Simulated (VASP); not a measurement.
# PbS (Fm-3m) in VASP: notebook

Runs on PbS. Level: PBE. Tasks: electric field gradients.

Everything below comes from runs of VASP 6.6.1. Logs are shortened: lines on timing, memory, paths and dates and some standing lists are left out, and cuts for length are marked.

## (1) The cell of the first run

It takes space group Fm-3m (No. 225, cubic). Conventional cell: a = 5.890 Å, b = 5.890 Å, c = 5.890 Å, α = 90.00°, β = 90.00°, γ = 90.00°. Within 3.9 Å of Pb (site symmetry m-3m) lie 6 S at 2.95 Å. Within 3.9 Å of S (site symmetry m-3m) lie 6 Pb at 2.95 Å.

## (2) Electric field gradients, PBE (volume scaled by 0.98)

INCAR

```
SYSTEM = PbS
PREC = Accurate ; ENCUT = 520
EDIFF = 1E-8 ; ISMEAR = -1
SIGMA = 0.01 ; LREAL = .FALSE.
LASPH = .TRUE. ; NELM = 60
ALGO = Normal ; ISIF = 2
LWAVE = .FALSE. ; LCHARG = .FALSE.
GGA = PE ; LEFG = .TRUE.
NBANDS = 17
```

KPOINTS

```
Automatic mesh
0
G
  8 8 8
  0 0 0
```

POSCAR

```
PbS
1.0
    0.0000000000      2.9451000715      2.9451000715
    2.9451000715      0.0000000000      2.9451000715
    2.9451000715      2.9451000715      0.0000000000
Pb S
1 1
Direct
    0.0000000000      0.0000000000      0.0000000000
    0.5000000000      0.5000000000      0.5000000000
```

Potentials or basis: VASP PAW PBE potentials, release 64 (Pb_d, S).

Launch:

```sh
> cat potpaw_PBE.64/Pb_d/POTCAR potpaw_PBE.64/S/POTCAR > POTCAR
> mpirun -np 1 vasp_std > vasp.out
```

OUTCAR:

```text
SYSTEM = PbS
   PREC = Accurate
   ENCUT = 520
   EDIFF = 1E-8
   ISMEAR = -1
   LREAL = .FALSE.
   LASPH = .TRUE.
   NELM = 60
   ISIF = 2
   GGA = PE

 ion  position               nearest neighbor table
   1  0.000  0.000  0.000-   2 2.95   2 2.95   2 2.95   2 2.95   2 2.95   2 2.95
   2  0.500  0.500  0.500-   1 2.95   1 2.95   1 2.95   1 2.95   1 2.95   1 2.95

  LATTYP: Found a face centered cubic cell.
 ALAT       =     5.8902001430

  Lattice vectors:

 A1 = (   0.0000000000,   2.9451000715,   2.9451000715)
 A2 = (   2.9451000715,   0.0000000000,   2.9451000715)
 A3 = (   2.9451000715,   2.9451000715,   0.0000000000)

Analysis of symmetry for initial positions (statically):
=====================================================================
 Subroutine PRICEL returns:
 Original cell was already a primitive cell.

 Routine SETGRP: Setting up the symmetry group for a
 face centered cubic supercell.

 Subroutine GETGRP returns: Found 48 space group operations
 (whereof 48 operations were pure point group operations)
 out of a pool of 48 trial point group operations.

The static configuration has the point symmetry O_h .

Analysis of symmetry for dynamics (positions and initial velocities):
=====================================================================
 Subroutine PRICEL returns:
 Original cell was already a primitive cell.

 Routine SETGRP: Setting up the symmetry group for a
 face centered cubic supercell.

 Subroutine GETGRP returns: Found 48 space group operations
 (whereof 48 operations were pure point group operations)
 out of a pool of 48 trial point group operations.

The dynamic configuration has the point symmetry O_h .

 Subroutine INISYM returns: Found 48 space group operations
 (whereof 48 operations are pure point group operations),
 and found     1 'primitive' translations

----------------------------------------------------------------------------------------

                                     Primitive cell

  volume of cell :      51.0893

  direct lattice vectors                    reciprocal lattice vectors
     0.000000000  2.945100072  2.945100072    -0.169773518  0.169773518  0.169773518
     2.945100072  0.000000000  2.945100072     0.169773518 -0.169773518  0.169773518
     2.945100072  2.945100072  0.000000000     0.169773518  0.169773518 -0.169773518

  length of vectors
     4.165000464  4.165000464  4.165000464     0.294056359  0.294056359  0.294056359

  position of ions in fractional coordinates (direct lattice)
     0.000000000  0.000000000  0.000000000
     0.500000000  0.500000000  0.500000000

  ion indices of the primitive-cell ions
   primitive index   ion index
                 1           1
                 2           2

----------------------------------------------------------------------------------------

 KPOINTS: Automatic mesh

Automatic generation of k-mesh.
 Grid dimensions read from file:
 generate k-points for:    8    8    8

 Generating k-lattice:

  Cartesian coordinates                     Fractional coordinates (reciprocal lattice)
    -0.021221690  0.021221690  0.021221690     0.125000000  0.000000000  0.000000000
     0.021221690 -0.021221690  0.021221690     0.000000000  0.125000000  0.000000000
     0.021221690  0.021221690 -0.021221690     0.000000000  0.000000000  0.125000000

  Length of vectors
     0.036757045  0.036757045  0.036757045

  Shift w.r.t. Gamma in fractional coordinates (k-lattice)
     0.000000000  0.000000000  0.000000000

 Subroutine IBZKPT returns following result:
 ===========================================

 Found     29 irreducible k-points:

 Following reciprocal coordinates:
            Coordinates               Weight
  0.000000  0.000000  0.000000      1.000000
  0.125000  0.000000  0.000000      8.000000
  0.250000  0.000000  0.000000      8.000000
  0.375000  0.000000  0.000000      8.000000
  0.500000  0.000000  0.000000      4.000000
  0.125000  0.125000  0.000000      6.000000
[... 16 lines left out ...]
  0.500000  0.250000  0.125000     48.000000
 -0.375000  0.250000  0.125000     24.000000
 [... further k-points ...]
   k-points           NKPTS =     29   k-points in BZ     NKDIM =     29   number of bands    NBANDS=     17
   number of dos      NEDOS =    301   number of ions     NIONS =      2
   total plane-waves  NPLWV =  32768
   dimension x,y,z NGX =    32 NGY =   32 NGZ =   32
   dimension x,y,z NGXF=    64 NGYF=   64 NGZF=   64
   ions per type =               1   1
   NGX,Y,Z   is equivalent  to a cutoff of  12.77, 12.77, 12.77 a.u.
   NGXF,Y,Z  is equivalent  to a cutoff of  25.55, 25.55, 25.55 a.u.
 SYSTEM =  PbS
   PREC   = accura    normal or accurate (medium, high low for compatibility)
   ISTART =      0    job   : 0-new  1-cont  2-samecut
   ICHARG =      2    charge: 1-file 2-atom 10-const
   ISPIN  =      1    spin polarized calculation?
   LNONCOLLINEAR =      F non collinear calculations
   LSORBIT =      F    spin-orbit coupling
   LASPH  =      T    aspherical Exc in radial PAW
   ENCUT  =  520.0 eV  38.22 Ry    6.18 a.u.   7.74  7.74  7.74*2*pi/ulx,y,z
   NELM   =     60;   NELMIN=  2; NELMDL= -5     # of ELM steps
   EDIFF  = 0.1E-07   stopping-criterion for ELM
   LREAL  =      F    real-space projection
   EDIFFG = 0.1E-06   stopping-criterion for IOM
   NSW    =      0    number of steps for IOM
   IBRION =     -1    ionic relax: 0-MD 1-quasi-New 2-CG
   NFREE  =      0    steps in history (QN), initial steepest desc. (CG)
   ISIF   =      2    stress and relaxation
   ISYM   =      2    0-nonsym 1-usesym 2-fastsym
   POTIM  = 0.5000    time-step for ionic-motion
   TEBEG  =    0.0;   TEEND  =   0.0 temperature during run
   PSTRESS=    0.0 pullay stress
   NELECT =      20.0000    total number of electrons
   NUPDOWN=      -1.0000    fix difference up-down
   EMIN   =  10.00;   EMAX   =-10.00  energy-range for DOS
   EFERMI =   0.00;   METHOD = LEGACY
   ISMEAR =    -1;   SIGMA  =   0.01  broadening in eV -4-tet -1-fermi 0-gaus
   EFERMI_NEDOS =   21; number of points for ismear=-14 and -15
   IALGO  =     38    algorithm
   IMIX   =      4    mixing-type and parameters
     AMIX     =   0.40;   BMIX     =  1.00
     AMIX_MAG =   1.60;   BMIX_MAG =  1.00
  volume/ion in A,a.u.               =      25.54       172.38
  Fermi-wavevector in a.u.,A,eV,Ry     =   1.197590  2.263117 19.513768  1.434221
  Thomas-Fermi vector in A             =   2.333501
   LORBIT       =      0    0 simple, 1 ext, 2 COOP (PROOUT), +10 PAW based schemes
   GGA     = PE    functional components
   LHFCALC =     F    Hartree Fock is set to
   AEXX    =    0.0000 exact exchange contribution
   IVDW    =     0    specifies the selected vdW correction
   LEPSILON=     F    determine dielectric tensor
   LRPA    =     F    only Hartree local field effects (RPA)
 non-spin polarized calculation
  energy-cutoff  :      520.00
  volume of cell :       51.09
 maximum number of plane-waves:      1387
   NGX = 15   NGY = 15   NGZ = 15

 number of electron      19.9999996 magnetization

 Free energy of the ion-electron system (eV)
  ---------------------------------------------------
  ext. energy  EPLUGINS =         0.00000000
  ---------------------------------------------------
  free energy    TOTEN  =        -8.73646580 eV

  energy without entropy =       -8.73646579  energy(sigma->0) =       -8.73646579

 E-fermi :   6.2699     XC(G=0):  -9.7813

 val. band max:        6.1276641508   @ k =   0.5000   0.0000   0.0000
 cond. band min:       6.4121294580   @ k =   0.5000   0.0000   0.0000
 fundamental gap:      0.2844653073
 Fermi energy:         6.2699260402

 k-point     1 :       0.0000    0.0000    0.0000
  band No.  band energies     occupation
      1     -10.7580      2.00000
      2     -10.7580      2.00000
      3     -10.7580      2.00000
      4     -10.7421      2.00000
      5     -10.7421      2.00000
      6      -7.6882      2.00000
[... 9 lines left out ...]
     16      12.7773      0.00000
     17      14.6975      0.00000

 k-point     2 :       0.1250    0.0000    0.0000
  band No.  band energies     occupation
      1     -10.7573      2.00000
      2     -10.7552      2.00000
      3     -10.7552      2.00000
      4     -10.7427      2.00000
      5     -10.7427      2.00000
      6      -7.5506      2.00000
[... 9 lines left out ...]
     16      13.1580      0.00000
     17      15.9362      0.00000

 k-point     3 :       0.2500    0.0000    0.0000
  band No.  band energies     occupation
      1     -10.7629      2.00000
      2     -10.7629      2.00000
      3     -10.7560      2.00000
      4     -10.7293      2.00000
      5     -10.7293      2.00000
      6      -7.1673      2.00000
[... 9 lines left out ...]
     16      14.0156      0.00000
     17      18.0673      0.00000

 k-point     4 :       0.3750    0.0000    0.0000
  band No.  band energies     occupation
      1     -10.7741      2.00000
      2     -10.7741      2.00000
      3     -10.7554      2.00000
      4     -10.7124      2.00000
      5     -10.7124      2.00000
      6      -6.6664      2.00000
[... 9 lines left out ...]
     16      15.2481      0.00000
     17      17.9847      0.00000

 k-point     5 :       0.5000    0.0000    0.0000
  band No.  band energies     occupation
      1     -10.7789      2.00000
      2     -10.7789      2.00000
      3     -10.7552      2.00000
      4     -10.7053      2.00000
      5     -10.7053      2.00000
      6      -6.3940      2.00000
[... 9 lines left out ...]
     16      16.1874      0.00000
     17      16.6927      0.00000

 k-point     6 :       0.1250    0.1250    0.0000
  band No.  band energies     occupation
      1     -10.7621      2.00000
      2     -10.7559      2.00000
      3     -10.7488      2.00000
      4     -10.7488      2.00000
      5     -10.7380      2.00000
      6      -7.5019      2.00000
[... 9 lines left out ...]
     16      13.9704      0.00000
     17      15.3958      0.00000
[... 281 lines left out ...]
 k-point    21 :       0.5000    0.5000    0.0000
  band No.  band energies     occupation
      1     -10.9152      2.00000
      2     -10.7859      2.00000
      3     -10.7141      2.00000
      4     -10.6919      2.00000
      5     -10.6919      2.00000
      6      -5.9243      2.00000
[... 9 lines left out ...]
     16      18.3484      0.00000
     17      18.3484      0.00000

 k-point    22 :       0.3750    0.2500    0.1250
  band No.  band energies     occupation
      1     -10.7964      2.00000
      2     -10.7622      2.00000
      3     -10.7488      2.00000
      4     -10.7266      2.00000
      5     -10.7172      2.00000
      6      -6.8304      2.00000
[... 9 lines left out ...]
     16      15.9900      0.00000
     17      16.3112      0.00000

 k-point    23 :       0.5000    0.2500    0.1250
  band No.  band energies     occupation
      1     -10.8135      2.00000
      2     -10.7576      2.00000
      3     -10.7508      2.00000
      4     -10.7215      2.00000
      5     -10.7092      2.00000
      6      -6.3801      2.00000
[... 9 lines left out ...]
     16      16.3996      0.00000
     17      17.4388      0.00000

 k-point    24 :      -0.3750    0.2500    0.1250
  band No.  band energies     occupation
      1     -10.8199      2.00000
      2     -10.7610      2.00000
      3     -10.7414      2.00000
      4     -10.7268      2.00000
      5     -10.7039      2.00000
      6      -6.1503      2.00000
[... 9 lines left out ...]
     16      17.0131      0.00000
     17      17.3090      0.00000

 [... further k-points ...]
[... 5 lines left out ...]
  --------------------------------------------------------------------------------------
  -------------------------------------------------------------------------------------
  Total        1.1225463      1.1225463      1.1225463      0.0000000      0.0000000     -0.0000000
  in kB       35.2034060     35.2034060     35.2034060      0.0000000      0.0000000     -0.0000000
  external PRESSURE =      35.2034060 kB  Pullay stress =       0.0000000 kB

 VOLUME and BASIS-vectors are now :
 -----------------------------------------------------------------------------
  energy-cutoff  :      520.00
  volume of cell :       51.09
      direct lattice vectors                 reciprocal lattice vectors
     0.000000000  2.945100072  2.945100072    -0.169773518  0.169773518  0.169773518
     2.945100072  0.000000000  2.945100072     0.169773518 -0.169773518  0.169773518
     2.945100072  2.945100072  0.000000000     0.169773518  0.169773518 -0.169773518

 POSITION                                       TOTAL-FORCE (eV/Angst)
 -----------------------------------------------------------------------------------
      0.00000      0.00000      0.00000         0.000000      0.000000     -0.000000
      2.94510      2.94510      2.94510         0.000000     -0.000000      0.000000
 -----------------------------------------------------------------------------------
    total drift:                                0.000000     -0.000000     -0.000000

  FREE ENERGIE OF THE ION-ELECTRON SYSTEM (eV)
  ---------------------------------------------------
  free  energy   TOTEN  =        -8.7364657957 eV

  energy  without entropy=       -8.7364657925  energy(sigma->0) =       -8.73646579

 Electric field gradients (V/A^2)
---------------------------------------------------------------------
 ion       V_xx      V_yy      V_zz      V_xy      V_xz      V_yz
---------------------------------------------------------------------
   1      -0.000    -0.000    -0.000    -0.001    -0.001    -0.001
   2      -0.000     0.000     0.000    -0.000    -0.000    -0.000
---------------------------------------------------------------------

 Electric field gradients after diagonalization (V/A^2)
 (convention: |V_zz| > |V_xx| > |V_yy|)
----------------------------------------------------------------------
 ion       V_xx      V_yy      V_zz     asymmetry (V_yy - V_xx)/ V_zz
----------------------------------------------------------------------
   1       0.001     0.001    -0.002       0.000
   2       0.000     0.000    -0.001       0.000
----------------------------------------------------------------------

           NMR quadrupolar parameters

 Cq : quadrupolar parameter    Cq=e*Q*V_zz/h
 eta: asymmetry parameters     (V_yy - V_xx)/ V_zz
 Q  : nuclear electric quadrupole moment in mb (millibarn)
----------------------------------------------------------------------
 ion       Cq(MHz)       eta       Q (mb)
----------------------------------------------------------------------
   1      -0.000       0.000       1.000
   2      -0.000       0.000       1.000
----------------------------------------------------------------------
```

Run time: 18 s. Hardware: 1 thread of Intel Xeon 6975P-C, shared host; peak memory 0.18 GiB.

Results:

```yaml
Free_energy: -8.7365 eV
Pressure: 3.5 GPa
Band_gap_on_the_k_mesh: 0.28 eV, direct
```

Caveat: without QUAD_EFG the Cq values of the log hold for a quadrupole moment of 1 mb, not for the nuclei; spin-orbit coupling is left out, which moves the levels of the heavy elements. A k mesh can miss the band edges.

(Part 1 of 2 ends here.)
